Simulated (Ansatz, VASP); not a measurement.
## Two plane-wave programs on BaO

```
Ba O
1.0
     0.00000    2.77187    2.77187
     2.77187    0.00000    2.77187
     2.77187    2.77187    0.00000
Ba O
1 1
Direct
  0.00000 0.00000 0.00000
  0.50000 0.50000 0.50000
```

Alike in both runs: task single point; functional HSE06; k mesh 4 × 4 × 4; occupations gaussian, width 0.2 eV; no spin polarisation.

|  | VASP | Ansatz |
| --- | --- | --- |
| version | VASP 6.6.1 | Ansatz 0.2.0 |
| potentials or method | VASP PAW PBE potentials, release 64 (Ba_sv, O) | plane waves |
| plane-wave cutoff (eV) | 520 | 420 |
| valence electrons in the cell | 16 | 16 |

|  | VASP | Ansatz | Ansatz less VASP |
| --- | --- | --- | --- |
| gap on the k mesh at the Fermi level (eV) | 3.25 | 3.32 | +0.069 |
| pressure (GPa) | 1.1 | -0.5 | -1.60 |

With one functional, cell and mesh, what is left measures potentials, basis and numerics. Ansatz's warnings: stress exchange threshold loose, stress scf threshold loose.

The k mesh is coarse, so the values compare programs but aren't converged. Spin-orbit coupling is off throughout.
